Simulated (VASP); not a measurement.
# Co (P6_3/mmc) in VASP: a series of runs, part 2 of 2

VASP 6.6.1. The steps go on from the part before.

## (4) Single point, PBE, collinear spin, ferromagnetic start

Input file INCAR:

```
  PREC = Accurate
  ENCUT = 520
  EDIFF = 1E-6
  ISMEAR = -1
  SIGMA = 0.1
  LREAL = False
  LASPH = True
  NELM = 150
  ALGO = Normal
  ISIF = 2
  LWAVE = False
  LCHARG = True
  ISPIN = 2
  MAGMOM = 0.3 0.3
  LORBIT = 11
  LMAXMIX = 4
  GGA = PE
  LELF = True
  LVHAR = True
  NBANDS = 20
  ISYM = 0
```

Input file KPOINTS:

```
regular mesh
0
Gamma
  11 11 6
```

Input file POSCAR:

```
Co
1.0
    2.5053999800      0.0000000000      0.0000000000
   -1.2526999900      2.1697400300      0.0000000000
    0.0000000000      0.0000000000      4.0893000000
Co
2
Direct
    0.3333333300      0.6666666700      0.2500000000
    0.6666666700      0.3333333300      0.7500000000
```

Potentials or basis: VASP PAW PBE potentials, release 64 (Co).

Run with:

```console
$ cat potpaw_PBE.64/Co/POTCAR > POTCAR
$ mpirun -np 1 vasp_std > vasp.out
```

OUTCAR:

```text
PREC = Accurate
   ENCUT = 520
   EDIFF = 1E-6
   ISMEAR = -1
   LREAL = False
   LASPH = True
   NELM = 150
   ISIF = 2
   ISPIN = 2
   LORBIT = 11
   GGA = PE
   ISYM = 0

 ion  position               nearest neighbor table
   1  0.333  0.667  0.250-   2 2.50   2 2.50   2 2.50   2 2.50   2 2.50   2 2.50
   2  0.667  0.333  0.750-   1 2.50   1 2.50   1 2.50   1 2.50   1 2.50   1 2.50

IMPORTANT INFORMATION: All symmetrisations will be switched off!
NOSYMM: (Re-)initialisation of all symmetry stuff for point group C_1.

----------------------------------------------------------------------------------------

                                     Primitive cell

  volume of cell :      22.2297

  direct lattice vectors                    reciprocal lattice vectors
     2.505399980  0.000000000  0.000000000     0.399137865  0.230442354  0.000000000
    -1.252699990  2.169740030  0.000000000     0.000000000  0.460884708  0.000000000
     0.000000000  0.000000000  4.089300000     0.000000000  0.000000000  0.244540630

  length of vectors
     2.505399980  2.505399981  4.089300000     0.460884708  0.460884708  0.244540630

  position of ions in fractional coordinates (direct lattice)
     0.333333330  0.666666670  0.250000000
     0.666666670  0.333333330  0.750000000

  ion indices of the primitive-cell ions
   primitive index   ion index
                 1           1
                 2           2

----------------------------------------------------------------------------------------

 KPOINTS: regular mesh

Automatic generation of k-mesh.
 Grid dimensions read from file:
 generate k-points for:   11   11    6

 Generating k-lattice:

  Cartesian coordinates                     Fractional coordinates (reciprocal lattice)
     0.036285260  0.020949305  0.000000000     0.090909091  0.000000000  0.000000000
     0.000000000  0.041898610  0.000000000     0.000000000  0.090909091  0.000000000
     0.000000000  0.000000000  0.040756772     0.000000000  0.000000000  0.166666667

  Length of vectors
     0.041898610  0.041898610  0.040756772

  Shift w.r.t. Gamma in fractional coordinates (k-lattice)
     0.000000000  0.000000000  0.000000000

 Subroutine IBZKPT returns following result:
 ===========================================

 Found    364 irreducible k-points:

 Following reciprocal coordinates:
            Coordinates               Weight
  0.000000  0.000000  0.000000      1.000000
  0.090909 -0.000000  0.000000      2.000000
  0.000000  0.090909  0.000000      2.000000
 -0.090909  0.090909  0.000000      2.000000
  0.181818 -0.000000  0.000000      2.000000
  0.000000  0.181818  0.000000      2.000000
[... 16 lines left out ...]
 -0.181818  0.272727  0.000000      2.000000
  0.090909  0.181818  0.000000      2.000000
 [... further k-points ...]
   k-points           NKPTS =    364   k-points in BZ     NKDIM =    364   number of bands    NBANDS=     20
   number of dos      NEDOS =    301   number of ions     NIONS =      2
   total plane-waves  NPLWV =  12000
   dimension x,y,z NGX =    20 NGY =   20 NGZ =   30
   dimension x,y,z NGXF=    40 NGYF=   40 NGZF=   60
   ions per type =               2
   NGX,Y,Z   is equivalent  to a cutoff of  13.27, 13.27, 12.20 a.u.
   NGXF,Y,Z  is equivalent  to a cutoff of  26.54, 26.54, 24.39 a.u.
 SYSTEM =  unknown system
   PREC   = accura    normal or accurate (medium, high low for compatibility)
   ISTART =      0    job   : 0-new  1-cont  2-samecut
   ICHARG =      2    charge: 1-file 2-atom 10-const
   ISPIN  =      2    spin polarized calculation?
   LNONCOLLINEAR =      F non collinear calculations
   LSORBIT =      F    spin-orbit coupling
   LASPH  =      T    aspherical Exc in radial PAW
   ENCUT  =  520.0 eV  38.22 Ry    6.18 a.u.   4.66  4.66  7.60*2*pi/ulx,y,z
   NELM   =    150;   NELMIN=  2; NELMDL= -5     # of ELM steps
   EDIFF  = 0.1E-05   stopping-criterion for ELM
   LREAL  =      F    real-space projection
   EDIFFG = 0.1E-04   stopping-criterion for IOM
   NSW    =      0    number of steps for IOM
   IBRION =     -1    ionic relax: 0-MD 1-quasi-New 2-CG
   NFREE  =      0    steps in history (QN), initial steepest desc. (CG)
   ISIF   =      2    stress and relaxation
   ISYM   =      0    0-nonsym 1-usesym 2-fastsym
   POTIM  = 0.5000    time-step for ionic-motion
   TEBEG  =    0.0;   TEEND  =   0.0 temperature during run
   PSTRESS=    0.0 pullay stress
   NELECT =      18.0000    total number of electrons
   NUPDOWN=      -1.0000    fix difference up-down
   EMIN   =  10.00;   EMAX   =-10.00  energy-range for DOS
   EFERMI =   0.00;   METHOD = LEGACY
   ISMEAR =    -1;   SIGMA  =   0.10  broadening in eV -4-tet -1-fermi 0-gaus
   EFERMI_NEDOS =   21; number of points for ismear=-14 and -15
   IALGO  =     38    algorithm
   IMIX   =      4    mixing-type and parameters
     AMIX     =   0.40;   BMIX     =  1.00
     AMIX_MAG =   1.60;   BMIX_MAG =  1.00
  volume/ion in A,a.u.               =      11.11        75.01
  Fermi-wavevector in a.u.,A,eV,Ry     =   1.525882  2.883500 31.678680  2.328317
  Thomas-Fermi vector in A             =   2.633992
   LORBIT       =     11    0 simple, 1 ext, 2 COOP (PROOUT), +10 PAW based schemes
   GGA     = PE    functional components
   LHFCALC =     F    Hartree Fock is set to
   AEXX    =    0.0000 exact exchange contribution
   IVDW    =     0    specifies the selected vdW correction
   LEPSILON=     F    determine dielectric tensor
   LRPA    =     F    only Hartree local field effects (RPA)
 spin polarized calculation
  energy-cutoff  :      520.00
  volume of cell :       22.23
 maximum number of plane-waves:       615
   NGX =  9   NGY =  9   NGZ = 15

 number of electron      18.0000005 magnetization       0.1379435

 number of electron      18.0000005 magnetization      -0.0001627

 Free energy of the ion-electron system (eV)
  ---------------------------------------------------
  ext. energy  EPLUGINS =         0.00000000
  ---------------------------------------------------
  free energy    TOTEN  =       -13.64858039 eV

  energy without entropy =      -13.44964925  energy(sigma->0) =      -13.54911482

 E-fermi :   9.7930     XC(G=0): -13.2783

 val. band max:        9.7860979595   @ k =   0.3636  -0.3636   0.3333
 cond. band min:       9.7952439698   @ k =   0.0000   0.0000   0.3333
 fundamental gap:      0.0091460103
 Fermi energy:         9.7930001680

 spin component 1

 k-point     1 :       0.0000    0.0000    0.0000
  band No.  band energies     occupation
      1       1.1374      1.00000
      2       5.3299      1.00000
      3       8.0332      1.00000
      4       8.1139      1.00000
      5       8.1139      1.00000
      6       8.4248      1.00000
[... 12 lines left out ...]
     19      35.6866      0.00000
     20      35.6866      0.00000
[... 507 lines left out ...]
 k-point    24 :       0.0909    0.1818    0.0000
  band No.  band energies     occupation
      1       3.0221      1.00000
      2       6.2623      1.00000
      3       7.1066      1.00000
      4       7.2749      1.00000
      5       8.0853      1.00000
      6       8.2314      1.00000
[... 12 lines left out ...]
     19      34.8579      0.00000
     20      35.9073      0.00000

 [... further k-points ...]

 spin component 2

 k-point     1 :       0.0000    0.0000    0.0000
  band No.  band energies     occupation
      1       1.1374      1.00000
      2       5.3298      1.00000
      3       8.0331      1.00000
      4       8.1138      1.00000
      5       8.1138      1.00000
      6       8.4247      1.00000
[... 12 lines left out ...]
     19      35.6865      0.00000
     20      35.6866      0.00000
[... 507 lines left out ...]
 k-point    24 :       0.0909    0.1818    0.0000
  band No.  band energies     occupation
      1       3.0221      1.00000
      2       6.2622      1.00000
      3       7.1066      1.00000
      4       7.2748      1.00000
      5       8.0852      1.00000
      6       8.2314      1.00000
[... 12 lines left out ...]
     19      34.8579      0.00000
     20      35.9072      0.00000

 [... further k-points ...]

------------------------ aborting loop because EDIFF is reached ----------------------------------------

  FORCE on cell =-STRESS in cart. coord.  units (eV):
  Direction    XX          YY          ZZ          XY          YZ          ZX
  --------------------------------------------------------------------------------------
  -------------------------------------------------------------------------------------
  Total       -1.9341395     -1.9341376     -2.4001392      0.0000018     -0.0000000      0.0000002
  in kB     -139.4005978   -139.4004601   -172.9869243      0.0001296     -0.0000029      0.0000170
  external PRESSURE =    -150.5959940 kB  Pullay stress =       0.0000000 kB

 VOLUME and BASIS-vectors are now :
 -----------------------------------------------------------------------------
  energy-cutoff  :      520.00
  volume of cell :       22.23
      direct lattice vectors                 reciprocal lattice vectors
     2.505399980  0.000000000  0.000000000     0.399137865  0.230442354  0.000000000
    -1.252699990  2.169740030  0.000000000     0.000000000  0.460884708  0.000000000
     0.000000000  0.000000000  4.089300000     0.000000000  0.000000000  0.244540630

 POSITION                                       TOTAL-FORCE (eV/Angst)
 -----------------------------------------------------------------------------------
     -0.00000      1.44649      1.02232        -0.000000      0.000000      0.000000
      1.25270      0.72325      3.06697         0.000000     -0.000000     -0.000000
 -----------------------------------------------------------------------------------
    total drift:                                0.000000     -0.000000     -0.000000

  FREE ENERGIE OF THE ION-ELECTRON SYSTEM (eV)
  ---------------------------------------------------
  free  energy   TOTEN  =       -13.6485803871 eV

  energy  without entropy=      -13.4496492470  energy(sigma->0) =      -13.54911482

 total charge

# of ion       s       p       d       tot
------------------------------------------
    1        0.471   0.491   7.265   8.227
    2        0.471   0.491   7.265   8.228
--------------------------------------------------
tot          0.942   0.982  14.531  16.455

 magnetization (x)

# of ion       s       p       d       tot
------------------------------------------
    1        0.000   0.000  -0.000  -0.000
    2       -0.000  -0.000  -0.000  -0.000
--------------------------------------------------
tot          0.000  -0.000  -0.000  -0.000
```

It took 5.8 min on 1 thread of Intel Xeon Platinum 8488C (Sapphire Rapids), shared host; peak memory 0.32 GiB.

Results:

| Property | Result |
| --- | --- |
| Free energy | -13.6486 eV |
| Pressure | -15.1 GPa |
| Band gap on the k mesh | zero (filled and empty bands overlap) |
| Net moment | 0.00 μB per cell |
| Valence electrons inside the program's atomic spheres | Co 8.23 |

Caveat: the cell stands under tension.

## (5) Single point, PBE, collinear spin, ferromagnetic start

Input file INCAR:

```
SYSTEM = Co
ALGO = Normal
EDIFF = 1E-7
ENCUT = 520
GGA = PE
ISIF = 2
ISMEAR = -1
ISPIN = 2
ISYM = 0
LASPH = .True.
LCHARG = .True.
LELF = .True.
LMAXMIX = 4
LORBIT = 11
LREAL = .False.
LVHAR = .True.
LWAVE = .False.
MAGMOM = 0.3 0.3
NBANDS = 20
NELM = 150
PREC = Accurate
SIGMA = 0.1
```

Input file KPOINTS:

```
k-points
0
Gamma
  11 11 6
  0 0 0
```

POSCAR is that of step 4.

Run with:

```console
$ cat potpaw_PBE.64/Co/POTCAR > POTCAR
$ mpirun -np 1 vasp_std > vasp.out
```

Wall time 8.7 min (1 thread of Oxide Virtual Turin-like, shared host); peak memory 0.29 GiB.

It converged, with:

| Property | Result |
| --- | --- |
| Free energy | -13.6486 eV |
| Pressure | -15.1 GPa |
| Band gap on the k mesh | zero (filled and empty bands overlap) |
| Net moment | 0.00 μB per cell |
| Valence electrons inside the program's atomic spheres | Co 8.23 |

Stress tensor (GPa, compression positive):
```
-13.94   0.00   0.00
  0.00 -13.94   0.00
  0.00   0.00 -17.30
```

Levels at points of the mesh, in eV from the Fermi level:
Spin up:
```
           k point  band 5  band 6  band 7  band 8  band 9  band 10  band 11  band 12  band 13  band 14
(0.00, 0.00, 0.00)   -1.68   -1.37   -1.37   -0.97   -0.97    -0.08     0.11     0.11     6.57    21.87
(0.00, 0.00, 0.50)   -1.73   -1.73   -1.73   -1.73   -0.20    -0.20    -0.20    -0.20    14.80    14.80
```
Spin down:
| k point | band 7 | band 8 | band 9 | band 10 | band 11 | band 12 |
| --- | --- | --- | --- | --- | --- | --- |
| (0.00, 0.00, 0.00) | -1.37 | -0.96 | -0.96 | -0.08 | 0.11 | 0.11 |
| (0.00, 0.00, 0.50) | -1.73 | -1.73 | -0.20 | -0.20 | -0.20 | -0.20 |

Caveat: the cell stands under tension.

The gap in the log of VASP goes by the Fermi energy; the results here count the filled bands.